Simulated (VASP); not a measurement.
As:

```
As
1.0
     1.87975    1.08527    3.48577
    -1.87975    1.08527    3.48577
     0.00000   -2.17055    3.48577
As
2
Direct
  0.22880 0.22880 0.22880
  0.77120 0.77120 0.77120
```

Base run:

* Program: VASP 6.6.1
* Functional: r2SCAN
* Potentials or basis: VASP PAW PBE potentials, release 64 (As)
* Cutoff: 520 eV
* k mesh: 11 × 11 × 11
* Occupations: fermi-dirac, width 0.05 eV
* Spin: no spin polarisation

Its results: band gap on the k mesh zero (band 5 reaches 5.78 eV, above the bottom of band 6 at 5.47 eV); pressure 1.1 GPa; largest force 0.261 eV/Å.

Problem. The run is repeated on the same cell with these changes: functional from r2SCAN to PBE; further incar settings from ALGO = Normal; EDIFF = 1e-08; NBANDS = 12 to ALGO = Normal; EDIFF = 1e-07; NBANDS = 12. What comes out?

Solution. Band gap on the k mesh zero (band 5 reaches 5.83 eV, above the bottom of band 6 at 5.48 eV); pressure 3.2 GPa; largest force 0.051 eV/Å.

Caveats: the PAW data sets were made with another functional, which shifts forces and pressure a little (some runs).
